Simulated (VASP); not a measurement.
## Ni: single point with r2SCAN

The system is Ni.

```
Ni
1.0
    -1.76730   -3.53460   -1.76730
    -1.76730    0.00000   -1.76730
     1.76730    0.00000   -1.76730
Ni
2
Cartesian
  0.0000 0.0000 0.0000
  0.0000 -1.7673 -1.7673
```

```yaml
Program: VASP 6.6.1
Task: single point
Functional: r2SCAN
Potentials_or_basis: VASP PAW PBE potentials, release 64 (Ni)
Cutoff: 520 eV
k_mesh: 8 × 14 × 11
Occupations: fermi-dirac, width 0.1 eV
Spin: no spin polarisation
```

| Property | Result |
| --- | --- |
| Pressure | -10.9 GPa |
| Band gap on the k mesh | zero (band 10 reaches 8.94 eV, above the bottom of band 11 at 8.18 eV) |

Levels at points of the mesh, in eV from the Fermi level:
```tsv
k point	band 7	band 8	band 9	band 10	band 11	band 12	band 13	band 14
(0.00, 0.00, 0.00)	-0.83	-0.83	-0.11	0.17	0.17	2.72	9.76	15.64
(0.50, 0.00, 0.00)	-0.99	-0.99	-0.99	-0.99	-0.48	-0.48	20.18	20.18
(0.00, 0.50, 0.00)	-0.13	-0.13	-0.05	-0.05	-0.05	-0.05	6.24	6.24
(0.50, 0.50, 0.00)	-1.27	-1.27	-0.77	-0.77	1.45	1.45	12.11	12.11
```

It took 6.8 min on 1 thread of Intel Xeon 6975P-C (shared host), peak memory 0.3 GiB.

Caveat: the PAW data sets were made with another functional, which shifts forces and pressure a little; the run has no spin polarisation, though such a crystal can be magnetic. Spin polarisation is off, so any magnetic state and its effect on volume and gap are missing.
